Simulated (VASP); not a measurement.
# Ir16O in VASP: single point with PBE+D3(BJ)

Aim: the single point of Ir16O with PBE+D3(BJ).

All numbers are computed with VASP 6.6.1; they aren't measurements. Logs are shortened: lines on timing, memory, paths and dates and some standing lists are left out, and cuts for length are marked.

## 1. The cell of the first run

The cell holds a slab with vacuum, 17 atoms: a = 5.431 Å, b = 5.431 Å, c = 25.652 Å, α = 90.00°, β = 90.00°, γ = 120.00°.

## 2. Single point, PBE+D3(BJ)

Contents of INCAR:

```
ALGO = Normal
DIPOL = 0.5 0.5 0.471
EDIFF = 1E-6
ENCUT = 520
GGA = PE
IDIPOL = 3
ISIF = 2
ISMEAR = 0
IVDW = 12
LASPH = T
LCHARG = F
LDIPOL = T
LREAL = Auto
LWAVE = F
NBANDS = 89
NELM = 80
PREC = Accurate
SIGMA = 0.1
```

Contents of KPOINTS:

```
k-points
0
Gamma
  6 6 1
```

Contents of POSCAR:

```
Ir16O
1.0
    5.4313533143      0.0000000000      0.0000000000
   -2.7156766571      4.7036899471      0.0000000000
    0.0000000000      0.0000000000     25.6520221164
Ir O
16 1
Direct
    0.3333333333      0.1666666667      0.3313578930
    0.3333333334      0.6666666667      0.3313578930
    0.8333333333      0.1666666667      0.3313578930
    0.8333333333      0.6666666667      0.3313578930
    0.6666666666      0.3333333333      0.4177971100
    0.6666666666      0.8333333333      0.4177971100
    0.1666666666      0.3333333333      0.4177971100
    0.1666666666      0.8333333333      0.4177971100
   -0.0003220840      0.5002991292      0.5026737036
   -0.0003228516     -0.0006457031      0.5026743626
    0.5006212133      0.5002991292      0.5026737036
    0.4999919501     -0.0000160997      0.5035329908
    0.3393463614      0.6786927227      0.5906610024
    0.3393432684      0.1606088621      0.5906614396
    0.8333174419      0.6666348838      0.5879393453
    0.8212655937      0.1606088621      0.5906614396
    0.1666542618      0.3333085236      0.6391267070
```

Potentials or basis: VASP PAW PBE potentials, release 64 (Ir, O).

Launch:

```
$ cat potpaw_PBE.64/Ir/POTCAR potpaw_PBE.64/O/POTCAR > POTCAR
$ mpirun -np 1 vasp_std > vasp.out
```

OUTCAR:

```text
EDIFF = 1E-6
   ENCUT = 520
   GGA = PE
   ISIF = 2
   ISMEAR = 0
   IVDW = 12
   LASPH = T
   LREAL = Auto
   NELM = 80
   PREC = Accurate
 IVDW          = 12

 ion  position               nearest neighbor table
   1  0.333  0.167  0.331-   2 2.72   3 2.72   3 2.72   4 2.72   4 2.72   2 2.72   7 2.72   5 2.72
                             8 2.72
   2  0.333  0.667  0.331-   4 2.72   1 2.72   3 2.72   6 2.72   1 2.72   3 2.72   4 2.72   8 2.72
                             7 2.72
   3  0.833  0.167  0.331-   2 2.72   4 2.72   4 2.72   1 2.72   1 2.72   2 2.72   5 2.72   7 2.72
                             6 2.72
   4  0.833  0.667  0.331-   2 2.72   3 2.72   3 2.72   1 2.72   1 2.72   6 2.72   8 2.72   2 2.72
                             5 2.72
   5  0.667  0.333  0.418-  11 2.68   9 2.68  12 2.70   6 2.72   6 2.72   7 2.72   7 2.72   8 2.72
                             8 2.72   3 2.72   1 2.72   4 2.72
   6  0.667  0.833  0.418-  10 2.68  11 2.68  12 2.70   5 2.72   5 2.72   8 2.72   8 2.72   7 2.72
                             7 2.72   2 2.72   4 2.72   3 2.72
   7  0.167  0.333  0.418-   9 2.68  11 2.68  10 2.68   8 2.72   8 2.72   5 2.72   5 2.72   6 2.72
                             6 2.72   1 2.72   3 2.72   2 2.72
   8  0.167  0.833  0.418-  10 2.68   9 2.68  12 2.70   7 2.72   7 2.72   6 2.72   6 2.72   5 2.72
                             5 2.72   4 2.72   2 2.72   1 2.72
   9  1.000  0.500  0.503-   5 2.68   8 2.68   7 2.68  15 2.69  10 2.71  11 2.71  12 2.72  12 2.72
                            11 2.72  10 2.72  13 2.77  16 2.77
  10  1.000  0.999  0.503-   8 2.68   6 2.68   7 2.68  15 2.69  11 2.71   9 2.71  12 2.72  12 2.72
                             9 2.72  11 2.72  16 2.77  14 2.77
  11  0.501  0.500  0.503-   5 2.68   6 2.68   7 2.68  15 2.69  10 2.71   9 2.71  12 2.72  12 2.72
                             9 2.72  10 2.72  13 2.77  14 2.77
  12  0.500  1.000  0.504-  14 2.70  16 2.70  13 2.70   6 2.70   8 2.70   5 2.70   9 2.72  11 2.72
                            10 2.72  10 2.72  11 2.72   9 2.72
  13  0.339  0.679  0.591-  17 2.05  16 2.62  14 2.62  12 2.70  15 2.72  15 2.72  11 2.77   9 2.77
                            14 2.81  16 2.81
  14  0.339  0.161  0.591-  17 2.05  13 2.62  16 2.62  12 2.70  15 2.72  15 2.72  10 2.77  11 2.77
                            16 2.81  13 2.81
  15  0.833  0.667  0.588-  11 2.69   9 2.69  10 2.69  16 2.72  14 2.72  13 2.72  13 2.72  16 2.72
                            14 2.72
  16  0.821  0.161  0.591-  17 2.05  13 2.62  14 2.62  12 2.70  15 2.72  15 2.72  10 2.77   9 2.77
                            14 2.81  13 2.81
  17  0.167  0.333  0.639-  13 2.05  14 2.05  16 2.05

  LATTYP: Found a hexagonal cell.
 ALAT       =     5.4313533143
 C/A-ratio  =     4.7229522058

  Lattice vectors:

 A1 = (   5.4313533143,   0.0000000000,   0.0000000000)
 A2 = (  -2.7156766571,   4.7036899471,   0.0000000000)
 A3 = (   0.0000000000,   0.0000000000,  25.6520221164)

Analysis of symmetry for initial positions (statically):
=====================================================================
[... 165 lines left out ...]
  Thomas-Fermi vector in A             =   2.133840
   LORBIT       =      0    0 simple, 1 ext, 2 COOP (PROOUT), +10 PAW based schemes
   GGA     = PE    functional components
   LHFCALC =     F    Hartree Fock is set to
   AEXX    =    0.0000 exact exchange contribution
   IVDW    =    12    specifies the selected vdW correction
   LEPSILON=     F    determine dielectric tensor
   LRPA    =     F    only Hartree local field effects (RPA)
 non-spin polarized calculation
 Gauss-broadening in eV      SIGMA  =   0.10
  energy-cutoff  :      520.00
  volume of cell :      655.34
 maximum number of plane-waves:     17706
   NGX = 21   NGY = 21   NGZ = 95

 dipolmoment           0.000000      0.000000     -0.311805 electrons x Angstroem

 number of electron     150.0000002 magnetization

 dipolmoment           0.000000      0.000000      0.026316 electrons x Angstroem

 Free energy of the ion-electron system (eV)
  ---------------------------------------------------
  ext. energy  EPLUGINS =         0.00000000
  ---------------------------------------------------
  free energy    TOTEN  =      -141.12779925 eV

  energy without entropy =     -141.04470107  energy(sigma->0) =     -141.08625016

 E-fermi :   0.0397     XC(G=0):  -5.6989

 val. band max:        0.0268026248   @ k =   0.5000   0.0000   0.0000
 cond. band min:       0.0618464854   @ k =   0.5000   0.3333   0.0000
 fundamental gap:      0.0350438606
 Fermi energy:         0.0396848890

 k-point     1 :       0.0000    0.0000    0.0000
  band No.  band energies     occupation
      1     -19.6455      2.00000
      2     -10.4803      2.00000
      3      -8.9507      2.00000
      4      -7.9408      2.00000
      5      -7.7675      2.00000
      6      -7.6524      2.00000
[... 1159 lines left out ...]
     86       0.4594      0.00000
     87       0.4650      0.00000
 [bands above 87 left out]

------------------------ aborting loop because EDIFF is reached ----------------------------------------

 vacuum level on the upper side and lower side of the slab       (xc-potential included)        -0.036        -0.255

 Edisp (eV)   -8.83244

 E8    (eV) :    -4.2463

  FORCE on cell =-STRESS in cart. coord.  units (eV):
  Direction    XX          YY          ZZ          XY          YZ          ZX
  --------------------------------------------------------------------------------------
  -------------------------------------------------------------------------------------
  Total     -10.58427   -10.58595    -1.71311    -0.00000     0.00440     0.00000
  in kB     -25.87637   -25.88047    -4.18821    -0.00000     0.01076     0.00000
  external pressure =      -18.65 kB  Pullay stress =        0.00 kB

 VOLUME and BASIS-vectors are now :
 -----------------------------------------------------------------------------
  energy-cutoff  :      520.00
  volume of cell :      655.34
      direct lattice vectors                 reciprocal lattice vectors
     5.431353314  0.000000000  0.000000000     0.184116175  0.106299523  0.000000000
    -2.715676657  4.703689947  0.000000000     0.000000000  0.212599047  0.000000000
     0.000000000  0.000000000 25.652022116     0.000000000  0.000000000  0.038983282

 POSITION                                       TOTAL-FORCE (eV/Angst)
 -----------------------------------------------------------------------------------
      1.35784      0.78395      8.50000         0.032579     -0.018853      0.233009
      0.00000      3.13579      8.50000         0.000000      0.037597      0.233016
      4.07351      0.78395      8.50000        -0.032579     -0.018853      0.233009
      2.71568      3.13579      8.50000        -0.000000     -0.000022      0.351891
      2.71568      1.56790     10.71734        -0.000000     -0.061559     -0.355303
      1.35784      3.91974     10.71734        -0.053023      0.030391     -0.355309
[... 9 lines left out ...]
      4.02442      0.75545     15.15166        -0.060558     -0.034628     -0.024444
      0.00000      1.56778     16.39489         0.000000      0.000070      0.167682
 -----------------------------------------------------------------------------------
    total drift:                                0.000000     -0.000143     -0.001765

  FREE ENERGIE OF THE ION-ELECTRON SYSTEM (eV)
  ---------------------------------------------------
  free  energy   TOTEN  =      -149.9602370335 eV

  energy  without entropy=     -149.8771388533  energy(sigma->0) =     -149.91868794

 vacuum level on the upper side and lower side of the slab         5.574         5.358
```

OSZICAR:

```text
N       E                     dE             d eps       ncg     rms          rms(c)
DAV:   1     0.155713620050E+04    0.15571E+04   -0.61211E+04  2314   0.146E+03
DAV:   2     0.438966884879E+02   -0.15132E+04   -0.14189E+04  2347   0.449E+02
DAV:   3    -0.136474142631E+03   -0.18037E+03   -0.16943E+03  3355   0.139E+02
[... 33 lines left out ...]
DAV:  37    -0.141127791840E+03   -0.22744E-05   -0.55280E-06  2248   0.855E-03    0.187E-02
DAV:  38    -0.141127793159E+03   -0.13184E-05   -0.25148E-06  1496   0.642E-03    0.106E-02
DAV:  39    -0.141127796229E+03   -0.30704E-05   -0.29581E-06  1830   0.650E-03    0.298E-03
DAV:  40    -0.141127798652E+03   -0.24231E-05   -0.74385E-07  1272   0.416E-03    0.363E-03
DAV:  41    -0.141127799253E+03   -0.60122E-06   -0.21451E-07  1208   0.210E-03
   1 F= -.14996024E+03 E0= -.14991869E+03  d E =-.830982E-01
```

stdout:

```text
POSCAR found type information on POSCAR IrO
 POSCAR found :  2 types and      17 ions
 scaLAPACK will be used
 LDA part: xc-table for (Slater+PW92), standard interpolation
 POSCAR, INCAR and KPOINTS ok, starting setup
 FFT: planning ... GRIDC
 FFT: planning ... GRID_SOFT
 FFT: planning ... GRID
 WAVECAR not read
 entering main loop
```

Run time: 2 h. Hardware: 1 thread of Intel Xeon 8259CL, shared host; peak memory 0.9 GiB.

What came out:

* Free energy: -149.9602 eV
* Largest force: 0.361 eV/Å
* Band gap on the k mesh: zero (bands 75 and 76 overlap by 1.38 eV)
* Dispersion energy per atom: -0.520 eV

Forces on the atoms (eV/Å):
```
Ir   0.033 -0.019  0.233
Ir   0.000  0.038  0.233
Ir  -0.033 -0.019  0.233
Ir   0.000  0.000  0.352
Ir   0.000 -0.062 -0.355
Ir  -0.053  0.030 -0.355
Ir   0.000  0.000 -0.143
Ir   0.053  0.030 -0.355
Ir   0.003 -0.002  0.011
Ir   0.000  0.003  0.011
Ir  -0.003 -0.002  0.011
Ir   0.000  0.000  0.001
Ir   0.000  0.070 -0.024
Ir   0.061 -0.035 -0.024
Ir   0.000  0.000  0.029
Ir  -0.061 -0.035 -0.024
O    0.000  0.000  0.168
```

Caveat: spin-orbit coupling is left out, which moves the levels of the heavy elements.

The gap in the log of VASP goes by the Fermi energy; the results here count the filled bands.